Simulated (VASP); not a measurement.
# TiSi2 (Cmcm) in VASP: single point with PBEsol

Aim: the single point of TiSi2 with PBEsol.

Everything below comes from runs of VASP 6.6.1. Logs are shortened: lines on timing, memory, paths and dates and some standing lists are left out, and cuts for length are marked.

**1. The cell of the first run**

The structure is orthorhombic, space group Cmcm (No. 63). Conventional cell: a = 3.798 Å, b = 14.416 Å, c = 3.271 Å, α = 90.00°, β = 90.00°, γ = 90.00°. Within 3.4 Å of Ti (site symmetry m2m) lie 10 Si at 2.58 to 3.02 Å and 4 Ti at 3.27 to 3.38 Å. Within 3.4 Å of Si (site symmetry m2m) lie 8 Si at 2.38 to 3.33 Å and 6 Ti at 2.58 to 3.02 Å. Si (site symmetry m2m) has 10 Si at 2.51 to 3.33 Å and 4 Ti at 2.68 to 2.85 Å within 3.4 Å.

**2. Single point, PBEsol (strain +0.080 along x and y, -0.080 along z)**

Input file INCAR:

```
SYSTEM = TiSi2
PREC = Accurate ; ENCUT = 520
EDIFF = 1E-7 ; ISMEAR = 0
SIGMA = 0.15 ; LREAL = .FALSE.
LASPH = .TRUE. ; NELM = 60
ALGO = Normal ; ISIF = 2
LWAVE = .FALSE. ; LCHARG = .FALSE.
GGA = PS ; NBANDS = 29
```

Input file KPOINTS:

```
regular mesh
0
G
  14 14 14
  0 0 0
```

Input file POSCAR:

```
TiSi2
1.0
    1.8992067830     -7.2080538595      0.0000000000
    1.8992067830      7.2080538595      0.0000000000
    0.0000000000      0.0000000000      3.2711659675
Ti Si
2 4
Direct
    0.8975172580      0.1024827420      0.7500000000
    0.1024827420      0.8975172580      0.2500000000
    0.5599863191      0.4400136809      0.7500000000
    0.4400136809      0.5599863191      0.2500000000
    0.2497198029      0.7502801971      0.7500000000
    0.7502801971      0.2497198029      0.2500000000
```

Potentials or basis: VASP PAW PBE potentials, release 64 (Ti_sv, Si).

Command:

```sh
$ cat potpaw_PBE.64/Ti_sv/POTCAR potpaw_PBE.64/Si/POTCAR > POTCAR
$ mpirun -np 1 vasp_std > vasp.out
```

OUTCAR:

```text
SYSTEM = TiSi2
   PREC = Accurate
   ENCUT = 520
   EDIFF = 1E-7
   ISMEAR = 0
   LREAL = .FALSE.
   LASPH = .TRUE.
   NELM = 60
   ISIF = 2
   GGA = PS

 ion  position               nearest neighbor table
   1  0.898  0.102  0.750-   4 2.58   4 2.58   4 2.58   4 2.58   6 2.68   6 2.68   5 2.85   5 2.85
                             3 3.02   3 3.02
   2  0.102  0.898  0.250-   3 2.58   3 2.58   3 2.58   3 2.58   5 2.68   5 2.68   6 2.85   6 2.85
                             4 3.02   4 3.02
   3  0.560  0.440  0.750-   4 2.38   4 2.38   2 2.58   2 2.58   2 2.58   2 2.58   1 3.02   1 3.02

   4  0.440  0.560  0.250-   3 2.38   3 2.38   1 2.58   1 2.58   1 2.58   1 2.58   2 3.02   2 3.02

   5  0.250  0.750  0.750-   6 2.51   6 2.51   6 2.51   6 2.51   2 2.68   2 2.68   1 2.85   1 2.85

   6  0.750  0.250  0.250-   5 2.51   5 2.51   5 2.51   5 2.51   1 2.68   1 2.68   2 2.85   2 2.85

  LATTYP: Found a base centered orthorhombic cell.
 ALAT       =     3.7984135660
 B/A-ratio  =     3.7952970282
 C/A-ratio  =     0.8611926823

  Lattice vectors:

 A1 = (   1.8992067830,  -7.2080538595,   0.0000000000)
 A2 = (   1.8992067830,   7.2080538595,   0.0000000000)
 A3 = (   0.0000000000,   0.0000000000,   3.2711659675)

Analysis of symmetry for initial positions (statically):
=====================================================================
 Subroutine PRICEL returns:
 Original cell was already a primitive cell.

 Routine SETGRP: Setting up the symmetry group for a
 base centered orthorhombic supercell.

 Subroutine GETGRP returns: Found  8 space group operations
 (whereof  4 operations were pure point group operations)
 out of a pool of  8 trial point group operations.

The static configuration has the point symmetry C_2h.
 The point group associated with its full space group is D_2h.

Analysis of symmetry for dynamics (positions and initial velocities):
=====================================================================
 Subroutine PRICEL returns:
 Original cell was already a primitive cell.

 Routine SETGRP: Setting up the symmetry group for a
 base centered orthorhombic supercell.

 Subroutine GETGRP returns: Found  8 space group operations
 (whereof  4 operations were pure point group operations)
 out of a pool of  8 trial point group operations.

The dynamic configuration has the point symmetry C_2h.
 The point group associated with its full space group is D_2h.

[... 107 lines left out ...]
   LREAL  =      F    real-space projection
   EDIFFG = 0.1E-05   stopping-criterion for IOM
   NSW    =      0    number of steps for IOM
   IBRION =     -1    ionic relax: 0-MD 1-quasi-New 2-CG
   NFREE  =      0    steps in history (QN), initial steepest desc. (CG)
   ISIF   =      2    stress and relaxation
   ISYM   =      2    0-nonsym 1-usesym 2-fastsym
   POTIM  = 0.5000    time-step for ionic-motion
   TEBEG  =    0.0;   TEEND  =   0.0 temperature during run
   PSTRESS=    0.0 pullay stress
   NELECT =      40.0000    total number of electrons
   NUPDOWN=      -1.0000    fix difference up-down
   EMIN   =  10.00;   EMAX   =-10.00  energy-range for DOS
   EFERMI =   0.00;   METHOD = LEGACY
   ISMEAR =     0;   SIGMA  =   0.15  broadening in eV -4-tet -1-fermi 0-gaus
   EFERMI_NEDOS =   21; number of points for ismear=-14 and -15
   IALGO  =     38    algorithm
   IMIX   =      4    mixing-type and parameters
     AMIX     =   0.40;   BMIX     =  1.00
     AMIX_MAG =   1.60;   BMIX_MAG =  1.00
  volume/ion in A,a.u.               =      14.93       100.73
  Fermi-wavevector in a.u.,A,eV,Ry     =   1.251374  2.364754 21.305873  1.565937
  Thomas-Fermi vector in A             =   2.385325
   LORBIT       =      0    0 simple, 1 ext, 2 COOP (PROOUT), +10 PAW based schemes
   GGA     = PS    functional components
   LHFCALC =     F    Hartree Fock is set to
   AEXX    =    0.0000 exact exchange contribution
   IVDW    =     0    specifies the selected vdW correction
   LEPSILON=     F    determine dielectric tensor
   LRPA    =     F    only Hartree local field effects (RPA)
 non-spin polarized calculation
 Gauss-broadening in eV      SIGMA  =   0.15
  energy-cutoff  :      520.00
  volume of cell :       89.56
 maximum number of plane-waves:      2444
   NGX = 27   NGY = 27   NGZ = 13

 number of electron      40.0000014 magnetization

 Free energy of the ion-electron system (eV)
  ---------------------------------------------------
  ext. energy  EPLUGINS =         0.00000000
  ---------------------------------------------------
  free energy    TOTEN  =       -42.81063146 eV

  energy without entropy =      -42.78536506  energy(sigma->0) =      -42.79799826

 E-fermi :   9.8047     XC(G=0): -11.4937

 val. band max:        9.8041006928   @ k =   0.0714   0.0000   0.0714
 cond. band min:       9.8058063545   @ k =   0.2143   0.0714   0.4286
 fundamental gap:      0.0017056617
 Fermi energy:         9.8047073196

 k-point     1 :       0.0000    0.0000    0.0000
  band No.  band energies     occupation
      1     -46.9754      2.00000
      2     -46.9685      2.00000
      3     -23.4467      2.00000
      4     -23.4365      2.00000
      5     -23.4263      2.00000
      6     -23.3553      2.00000
[... 757 lines left out ...]
     28      13.2616      0.00000
     29      13.4691      0.00000

 [... further k-points ...]

------------------------ aborting loop because EDIFF is reached ----------------------------------------

  FORCE on cell =-STRESS in cart. coord.  units (eV):
  Direction    XX          YY          ZZ          XY          YZ          ZX
  --------------------------------------------------------------------------------------
  -------------------------------------------------------------------------------------
  Total       -6.9055099     -7.3177408      6.2146249      0.0000000      0.0000000      0.0000000
  in kB     -123.5331412   -130.9075687    111.1738511      0.0000000      0.0000000      0.0000000
  external PRESSURE =     -47.7556196 kB  Pullay stress =       0.0000000 kB

 VOLUME and BASIS-vectors are now :
 -----------------------------------------------------------------------------
  energy-cutoff  :      520.00
  volume of cell :       89.56
      direct lattice vectors                 reciprocal lattice vectors
     1.899206783 -7.208053859  0.000000000     0.263267804 -0.069366851  0.000000000
     1.899206783  7.208053859  0.000000000     0.263267804  0.069366851  0.000000000
     0.000000000  0.000000000  3.271165967     0.000000000  0.000000000  0.305701395

 POSITION                                       TOTAL-FORCE (eV/Angst)
 -----------------------------------------------------------------------------------
      1.89921     -5.73065      2.45337         0.000000      0.480820      0.000000
      1.89921      5.73065      0.81779         0.000000     -0.480820     -0.000000
      1.89921     -0.86477      2.45337         0.000000     -0.127485     -0.000000
      1.89921      0.86477      0.81779         0.000000      0.127485     -0.000000
      1.89921      3.60807      2.45337         0.000000     -0.161418      0.000000
      1.89921     -3.60807      0.81779         0.000000      0.161418     -0.000000
 -----------------------------------------------------------------------------------
    total drift:                                0.000000     -0.000000     -0.000000

  FREE ENERGIE OF THE ION-ELECTRON SYSTEM (eV)
  ---------------------------------------------------
  free  energy   TOTEN  =       -42.8106314570 eV

  energy  without entropy=      -42.7853650620  energy(sigma->0) =      -42.79799826
```

OSZICAR:

```text
N       E                     dE             d eps       ncg     rms          rms(c)
DAV:   1     0.381169731861E+03    0.38117E+03   -0.18804E+04 26464   0.144E+03
DAV:   2    -0.163323186120E+01   -0.38280E+03   -0.37226E+03 26613   0.422E+02
DAV:   3    -0.437544547435E+02   -0.42121E+02   -0.41257E+02 43682   0.118E+02
DAV:   4    -0.472878887171E+02   -0.35334E+01   -0.35077E+01 38454   0.299E+01
DAV:   5    -0.474917987444E+02   -0.20391E+00   -0.20384E+00 39606   0.610E+00    0.183E+01
DAV:   6    -0.442196818735E+02    0.32721E+01   -0.46943E+01 37528   0.444E+01    0.923E+00
DAV:   7    -0.430122068056E+02    0.12075E+01   -0.14561E+01 36550   0.256E+01    0.575E+00
DAV:   8    -0.428186226959E+02    0.19358E+00   -0.14377E+00 35678   0.834E+00    0.116E+00
DAV:   9    -0.428112385437E+02    0.73842E-02   -0.94670E-02 37101   0.197E+00    0.682E-01
DAV:  10    -0.428110196184E+02    0.21893E-03   -0.23623E-02 37624   0.110E+00    0.286E-01
DAV:  11    -0.428107284309E+02    0.29119E-03   -0.57684E-03 37397   0.532E-01    0.725E-02
DAV:  12    -0.428106298354E+02    0.98596E-04   -0.56486E-04 35153   0.164E-01    0.157E-02
DAV:  13    -0.428106314414E+02   -0.16061E-05   -0.24650E-05 39101   0.306E-02    0.620E-03
DAV:  14    -0.428106312934E+02    0.14798E-06   -0.75805E-06 40637   0.186E-02    0.460E-03
DAV:  15    -0.428106314464E+02   -0.15291E-06   -0.12939E-06 35614   0.837E-03    0.118E-03
DAV:  16    -0.428106314570E+02   -0.10623E-07   -0.71962E-08 19375   0.211E-03
   1 F= -.42810631E+02 E0= -.42797998E+02  d E =-.252664E-01
```

Wall time 51 min (1 thread of Intel Xeon 8259CL, shared host); peak memory 0.98 GiB.

What came out:

| Item | Value |
| --- | --- |
| Free energy | -42.8106 eV |
| Pressure | -4.8 GPa |
| Largest force | 0.481 eV/Å |
| Band gap on the k mesh | zero (bands 20 and 21 overlap by 0.90 eV) |

Forces in eV/Å, atoms in the order of the input:
```
Ti   0.000  0.481  0.000
Ti   0.000 -0.481  0.000
Si   0.000 -0.127  0.000
Si   0.000  0.127  0.000
Si   0.000 -0.161  0.000
Si   0.000  0.161  0.000
```

Levels at points of the mesh, in eV from the Fermi level:
| k point | band 16 | band 17 | band 18 | band 19 | band 20 | band 21 | band 22 | band 23 | band 24 | band 25 |
| --- | --- | --- | --- | --- | --- | --- | --- | --- | --- | --- |
| (0.00, 0.00, 0.00) | -2.44 | -2.13 | -1.37 | -0.66 | -0.22 | 0.68 | 0.75 | 0.92 | 1.22 | 1.28 |
| (0.50, 0.00, 0.00) | -1.88 | -1.74 | -0.60 | -0.52 | 0.18 | 0.49 | 0.80 | 0.95 | 1.46 | 2.09 |
| (0.50, 0.50, 0.00) | -2.02 | -1.22 | -1.15 | -0.87 | 0.31 | 0.42 | 0.64 | 0.96 | 1.52 | 1.59 |
| (0.00, 0.00, 0.50) | -2.64 | -1.91 | -1.91 | -0.50 | -0.50 | 0.46 | 0.46 | 0.93 | 0.93 | 1.98 |
| (0.50, 0.00, 0.50) | -3.79 | -3.18 | -3.18 | -2.29 | -2.29 | 1.14 | 1.14 | 1.59 | 1.59 | 2.10 |
| (0.50, 0.50, 0.50) | -3.13 | -2.51 | -2.51 | -1.07 | -1.07 | -0.09 | -0.09 | 1.63 | 1.63 | 1.78 |

Caveat: the cell differs from its parent crystal (strain +0.080 along x and y, -0.080 along z); the stress differs along the axes, from -13 to 11 GPa; the PAW data sets were made with another functional, which shifts forces and pressure a little.
